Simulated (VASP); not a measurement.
# TiCo (Pm-3m) in VASP: a series of runs

The runs below take TiCo through single point, with PBE.

Everything below comes from runs of VASP 6.6.1. Logs are shortened: lines on timing, memory, paths and dates and some standing lists are left out, and cuts for length are marked.

**1. The cell of the first run**

Symmetry: Pm-3m, No. 221, cubic system. Conventional cell: a = 2.986 Å, b = 2.986 Å, c = 2.986 Å, α = 90.00°, β = 90.00°, γ = 90.00°. Within 3.4 Å of Co (site symmetry m-3m) lie 8 Ti at 2.59 Å and 6 Co at 2.99 Å. Ti (site symmetry m-3m) has 8 Co at 2.59 Å and 6 Ti at 2.99 Å within 3.4 Å.

**2. Single point, PBE, collinear spin, ferrimagnetic start**

File INCAR:

```
SYSTEM = TiCo
ALGO = Fast
EDIFF = 1E-7
ENCUT = 520
GGA = PE
ISIF = 2
ISMEAR = -1
ISPIN = 2
LASPH = .TRUE.
LCHARG = .TRUE.
LELF = .TRUE.
LMAXMIX = 4
LORBIT = 11
LREAL = .FALSE.
LVHAR = .TRUE.
LWAVE = .FALSE.
MAGMOM = 2 -1
NBANDS = 22
NELM = 150
PREC = Accurate
SIGMA = 0.05
```

File KPOINTS:

```
k-points
0
G
  9 9 9
  0 0 0
```

File POSCAR:

```
TiCo
1.0
    2.9861109900      0.0000000000      0.0000000000
    0.0000000000      2.9861109900      0.0000000000
    0.0000000000      0.0000000000      2.9861109900
Co Ti
1 1
Direct
    0.5000000000      0.5000000000      0.5000000000
    0.0000000000      0.0000000000      0.0000000000
```

Potentials or basis: VASP PAW PBE potentials, release 64 (Co, Ti_sv).

The run is started by

```console
cat potpaw_PBE.64/Co/POTCAR potpaw_PBE.64/Ti_sv/POTCAR > POTCAR
mpirun -np 1 vasp_std > vasp.out
```

OUTCAR:

```text
SYSTEM = TiCo
   EDIFF = 1E-7
   ENCUT = 520
   GGA = PE
   ISIF = 2
   ISMEAR = -1
   ISPIN = 2
   LASPH = .TRUE.
   LORBIT = 11
   LREAL = .FALSE.
   NELM = 150
   PREC = Accurate

 ion  position               nearest neighbor table
   1  0.500  0.500  0.500-   2 2.59   2 2.59   2 2.59   2 2.59   2 2.59   2 2.59   2 2.59   2 2.59

   2  0.000  0.000  0.000-   1 2.59   1 2.59   1 2.59   1 2.59   1 2.59   1 2.59   1 2.59   1 2.59

  LATTYP: Found a simple cubic cell.
 ALAT       =     2.9861109900

  Lattice vectors:

 A1 = (   2.9861109900,   0.0000000000,   0.0000000000)
 A2 = (   0.0000000000,   2.9861109900,   0.0000000000)
 A3 = (   0.0000000000,   0.0000000000,   2.9861109900)

Analysis of symmetry for initial positions (statically):
=====================================================================
 Subroutine PRICEL returns:
 Original cell was already a primitive cell.

 Routine SETGRP: Setting up the symmetry group for a
 simple cubic supercell.

 Subroutine GETGRP returns: Found 48 space group operations
 (whereof 48 operations were pure point group operations)
 out of a pool of 48 trial point group operations.

The static configuration has the point symmetry O_h .

Analysis of symmetry for dynamics (positions and initial velocities):
=====================================================================
 Subroutine PRICEL returns:
 Original cell was already a primitive cell.

 Routine SETGRP: Setting up the symmetry group for a
 simple cubic supercell.

 Subroutine GETGRP returns: Found 48 space group operations
 (whereof 48 operations were pure point group operations)
 out of a pool of 48 trial point group operations.

The dynamic configuration has the point symmetry O_h .

Analysis of structural, dynamic, and magnetic symmetry:
=====================================================================
 Subroutine PRICEL returns:
 Original cell was already a primitive cell.

 Routine SETGRP: Setting up the symmetry group for a
 simple cubic supercell.

 Subroutine GETGRP returns: Found 48 space group operations
 (whereof 48 operations were pure point group operations)
 out of a pool of 48 trial point group operations.

The overall configuration has the point symmetry O_h .

 Subroutine INISYM returns: Found 48 space group operations
 (whereof 48 operations are pure point group operations),
 and found     1 'primitive' translations

----------------------------------------------------------------------------------------

                                     Primitive cell

  volume of cell :      26.6267

  direct lattice vectors                    reciprocal lattice vectors
[... 107 lines left out ...]
     AMIX_MAG =   1.60;   BMIX_MAG =  1.00
  volume/ion in A,a.u.               =      13.31        89.84
  Fermi-wavevector in a.u.,A,eV,Ry     =   1.512546  2.858298 31.127355  2.287796
  Thomas-Fermi vector in A             =   2.622456
   LORBIT       =     11    0 simple, 1 ext, 2 COOP (PROOUT), +10 PAW based schemes
   GGA     = PE    functional components
   LHFCALC =     F    Hartree Fock is set to
   AEXX    =    0.0000 exact exchange contribution
   IVDW    =     0    specifies the selected vdW correction
   LEPSILON=     F    determine dielectric tensor
   LRPA    =     F    only Hartree local field effects (RPA)
 spin polarized calculation
 RMM-DIIS sequential band-by-band and
  energy-cutoff  :      520.00
  volume of cell :       26.63
 maximum number of plane-waves:       739
 NGX is ok and might be reduce to    24
   NGX = 11   NGY = 11   NGZ = 11

 number of electron      20.9999983 magnetization       0.7934215

 Free energy of the ion-electron system (eV)
  ---------------------------------------------------
  ext. energy  EPLUGINS =         0.00000000
  ---------------------------------------------------
  free energy    TOTEN  =       -15.68324912 eV

  energy without entropy =      -15.66565024  energy(sigma->0) =      -15.67444968

 E-fermi :   9.9518     XC(G=0): -12.5742

 val. band max:        9.9495905691   @ k =   0.3333   0.2222   0.0000
 cond. band min:       9.9723869923   @ k =   0.3333   0.3333   0.1111
 fundamental gap:      0.0227964231
 Fermi energy:         9.9517699860

 spin component 1

 k-point     1 :       0.0000    0.0000    0.0000
  band No.  band energies     occupation
      1     -47.2203      1.00000
      2     -23.3133      1.00000
      3     -23.3133      1.00000
      4     -23.3133      1.00000
      5       2.2486      1.00000
      6       5.7864      1.00000
[... 589 lines left out ...]
     21      26.7282      0.00000
     22      29.7353      0.00000

 [... further k-points ...]

 spin component 2

 k-point     1 :       0.0000    0.0000    0.0000
  band No.  band energies     occupation
      1     -47.2317      1.00000
      2     -23.3254      1.00000
      3     -23.3254      1.00000
      4     -23.3254      1.00000
      5       2.2311      1.00000
      6       6.4054      1.00000
[... 589 lines left out ...]
     21      26.7620      0.00000
     22      29.7060      0.00000

 [... further k-points ...]
[... 5 lines left out ...]
  --------------------------------------------------------------------------------------
  -------------------------------------------------------------------------------------
  Total       -0.1849422     -0.1849422     -0.1849422      0.0000000      0.0000000     -0.0000000
  in kB      -11.1283002    -11.1283002    -11.1283002      0.0000000      0.0000000     -0.0000000
  external PRESSURE =     -11.1283002 kB  Pullay stress =       0.0000000 kB

 VOLUME and BASIS-vectors are now :
 -----------------------------------------------------------------------------
  energy-cutoff  :      520.00
  volume of cell :       26.63
      direct lattice vectors                 reciprocal lattice vectors
     2.986110990  0.000000000  0.000000000     0.334883735  0.000000000  0.000000000
     0.000000000  2.986110990  0.000000000     0.000000000  0.334883735  0.000000000
     0.000000000  0.000000000  2.986110990     0.000000000  0.000000000  0.334883735

 POSITION                                       TOTAL-FORCE (eV/Angst)
 -----------------------------------------------------------------------------------
      1.49306      1.49306      1.49306         0.000000      0.000000      0.000000
      0.00000      0.00000      0.00000         0.000000      0.000000      0.000000
 -----------------------------------------------------------------------------------
    total drift:                                0.000000      0.000000     -0.000000

  FREE ENERGIE OF THE ION-ELECTRON SYSTEM (eV)
  ---------------------------------------------------
  free  energy   TOTEN  =       -15.6832491151 eV

  energy  without entropy=      -15.6656502433  energy(sigma->0) =      -15.67444968

 total charge

# of ion       s       p       d       tot
------------------------------------------
    1        0.524   0.457   7.307   8.289
    2        2.247   6.179   1.860  10.286
--------------------------------------------------
tot          2.771   6.637   9.167  18.575

 magnetization (x)

# of ion       s       p       d       tot
------------------------------------------
    1        0.025  -0.007   0.858   0.877
    2       -0.003  -0.014  -0.014  -0.031
--------------------------------------------------
tot          0.023  -0.021   0.844   0.846
```

OSZICAR:

```text
N       E                     dE             d eps       ncg     rms          rms(c)
DAV:   1     0.163004943819E+03    0.16300E+03   -0.97960E+03  3144   0.123E+03
DAV:   2    -0.750837180883E+01   -0.17051E+03   -0.16215E+03  3110   0.301E+02
DAV:   3    -0.174725017054E+02   -0.99641E+01   -0.97832E+01  3770   0.780E+01
[... 12 lines left out ...]
RMM:  16    -0.156832457252E+02   -0.11382E-04   -0.29417E-05  4801   0.301E-02    0.137E-02
RMM:  17    -0.156832487033E+02   -0.29781E-05   -0.99990E-06  4851   0.169E-02    0.939E-03
RMM:  18    -0.156832490123E+02   -0.30895E-06   -0.32691E-06  4519   0.108E-02    0.283E-03
RMM:  19    -0.156832490906E+02   -0.78361E-07   -0.13617E-06  4261   0.520E-03    0.183E-03
RMM:  20    -0.156832491151E+02   -0.24444E-07   -0.40556E-07  3252   0.276E-03
   1 F= -.15683249E+02 E0= -.15674450E+02  d E =-.175989E-01  mag=     0.7935
```

Wall time 36 s (1 thread of AMD EPYC 9R45 (Zen 5), shared host); peak memory 0.14 GiB.

What came out:

* Free energy: -15.6832 eV
* Pressure: -1.1 GPa
* Net moment: 0.79 μB per cell
* Site moments: Co +0.88; Ti -0.03 μB
* Valence electrons inside the program's atomic spheres: Co 8.29; Ti 10.29

**3. Single point, PBE, collinear spin, ferrimagnetic start**

File INCAR:

```
  PREC = Accurate
  ENCUT = 520
  EDIFF = 1E-6
  ISMEAR = -1
  SIGMA = 0.05
  LREAL = F
  LASPH = T
  NELM = 150
  ALGO = Fast
  ISIF = 2
  LWAVE = F
  LCHARG = T
  ISPIN = 2
  MAGMOM = 2 -0.5
  LORBIT = 11
  LMAXMIX = 4
  GGA = PE
  LELF = T
  LVHAR = T
  NBANDS = 22
```

File KPOINTS:

```
regular mesh
0
Gamma
  9 9 9
```

POSCAR is that of step 2.

Potentials or basis: VASP PAW PBE potentials, release 64 (Co, Ti_sv).

The run is started by

```console
cat potpaw_PBE.64/Co/POTCAR potpaw_PBE.64/Ti_sv/POTCAR > POTCAR
mpirun -np 1 vasp_std > vasp.out
```

OUTCAR:

```text
PREC = Accurate
   ENCUT = 520
   EDIFF = 1E-6
   ISMEAR = -1
   LREAL = F
   LASPH = T
   NELM = 150
   ISIF = 2
   ISPIN = 2
   LORBIT = 11
   GGA = PE

 ion  position               nearest neighbor table
   1  0.500  0.500  0.500-   2 2.59   2 2.59   2 2.59   2 2.59   2 2.59   2 2.59   2 2.59   2 2.59

   2  0.000  0.000  0.000-   1 2.59   1 2.59   1 2.59   1 2.59   1 2.59   1 2.59   1 2.59   1 2.59

  LATTYP: Found a simple cubic cell.
 ALAT       =     2.9861109900

[... 1417 lines left out ...]
  in kB      -11.1722074    -11.1722074    -11.1722074     -0.0000000      0.0000000     -0.0000000
  external PRESSURE =     -11.1722074 kB  Pullay stress =       0.0000000 kB

 VOLUME and BASIS-vectors are now :
 -----------------------------------------------------------------------------
  energy-cutoff  :      520.00
  volume of cell :       26.63
      direct lattice vectors                 reciprocal lattice vectors
     2.986110990  0.000000000  0.000000000     0.334883735  0.000000000  0.000000000
     0.000000000  2.986110990  0.000000000     0.000000000  0.334883735  0.000000000
     0.000000000  0.000000000  2.986110990     0.000000000  0.000000000  0.334883735

 POSITION                                       TOTAL-FORCE (eV/Angst)
 -----------------------------------------------------------------------------------
      1.49306      1.49306      1.49306         0.000000      0.000000      0.000000
      0.00000      0.00000      0.00000         0.000000      0.000000      0.000000
 -----------------------------------------------------------------------------------
    total drift:                                0.000000      0.000000     -0.000000

  FREE ENERGIE OF THE ION-ELECTRON SYSTEM (eV)
  ---------------------------------------------------
  free  energy   TOTEN  =       -15.6832488565 eV

  energy  without entropy=      -15.6656406251  energy(sigma->0) =      -15.67444474

 total charge

# of ion       s       p       d       tot
------------------------------------------
    1        0.524   0.457   7.307   8.289
    2        2.247   6.179   1.860  10.286
--------------------------------------------------
tot          2.771   6.636   9.167  18.575

 magnetization (x)

# of ion       s       p       d       tot
------------------------------------------
    1        0.025  -0.007   0.857   0.876
    2       -0.003  -0.014  -0.014  -0.030
--------------------------------------------------
tot          0.023  -0.021   0.843   0.845
```

OSZICAR:

```text
N       E                     dE             d eps       ncg     rms          rms(c)
DAV:   1     0.162920043906E+03    0.16292E+03   -0.95101E+03  3144   0.120E+03
DAV:   2    -0.758194673132E+01   -0.17050E+03   -0.16212E+03  3110   0.301E+02
DAV:   3    -0.175575746631E+02   -0.99756E+01   -0.97957E+01  3780   0.780E+01
DAV:   4    -0.178288382525E+02   -0.27126E+00   -0.27073E+00  3684   0.118E+01
DAV:   5    -0.178362298240E+02   -0.73916E-02   -0.73911E-02  3630   0.182E+00    0.141E+01
RMM:   6    -0.170628390435E+02    0.77339E+00   -0.61630E+00  3694   0.240E+01    0.130E+01
RMM:   7    -0.168461922944E+02    0.21665E+00   -0.15622E+00  3860   0.111E+01    0.146E+01
RMM:   8    -0.156710390964E+02    0.11752E+01   -0.36929E-01  3995   0.573E+00    0.203E+00
RMM:   9    -0.156707547393E+02    0.28436E-03   -0.57022E-02  4299   0.143E+00    0.195E+00
RMM:  10    -0.156801755248E+02   -0.94208E-02   -0.34204E-02  4603   0.131E+00    0.125E+00
RMM:  11    -0.156828690889E+02   -0.26936E-02   -0.19727E-02  4335   0.112E+00    0.532E-01
RMM:  12    -0.156841238660E+02   -0.12548E-02   -0.42961E-03  4597   0.499E-01    0.394E-01
RMM:  13    -0.156833479348E+02    0.77593E-03   -0.12472E-03  4693   0.247E-01    0.138E-01
RMM:  14    -0.156832649113E+02    0.83023E-04   -0.31137E-04  4786   0.113E-01    0.786E-02
RMM:  15    -0.156832357764E+02    0.29135E-04   -0.83864E-05  4802   0.590E-02    0.230E-02
RMM:  16    -0.156832460978E+02   -0.10321E-04   -0.25849E-05  4527   0.279E-02    0.142E-02
RMM:  17    -0.156832491395E+02   -0.30417E-05   -0.95218E-06  4100   0.181E-02    0.715E-03
RMM:  18    -0.156832488565E+02    0.28305E-06   -0.35770E-06  3234   0.953E-03
   1 F= -.15683249E+02 E0= -.15674445E+02  d E =-.176082E-01  mag=     0.7933
```

stdout:

```text
POSCAR found type information on POSCAR CoTi
 POSCAR found :  2 types and       2 ions
 scaLAPACK will be used
 LDA part: xc-table for (Slater+PW92), standard interpolation
 POSCAR, INCAR and KPOINTS ok, starting setup
 FFT: planning ... GRIDC
 FFT: planning ... GRID_SOFT
 FFT: planning ... GRID
 WAVECAR not read
 entering main loop
WARNING in EDDRMM: call to ZHEGV failed, returncode =   6  3      6
```

It took 32 s on 1 thread of AMD EPYC 9R45 (Zen 5), shared host; peak memory 0.13 GiB.

Results:

```yaml
Free_energy: -15.6832 eV
Pressure: -1.1 GPa
Net_moment: 0.79 μB per cell
Site_moments: Co +0.88; Ti -0.03 μB
Valence_electrons_inside_the_program's_atomic_spheres: Co 8.29; Ti 10.29
```

Levels at points of the mesh, in eV from the Fermi level:
Spin up:
```
           k point  band 7  band 8  band 9  band 10  band 11  band 12  band 13  band 14  band 15  band 16
(0.00, 0.00, 0.00)   -4.16   -1.87   -1.87    -1.87     0.47     0.47     2.65     2.65     2.65     8.91
```
Spin down:
```tsv
k point	band 8	band 9	band 10	band 11	band 12	band 13
(0.00, 0.00, 0.00)	-1.35	-1.35	-1.35	0.99	0.99	2.74
```
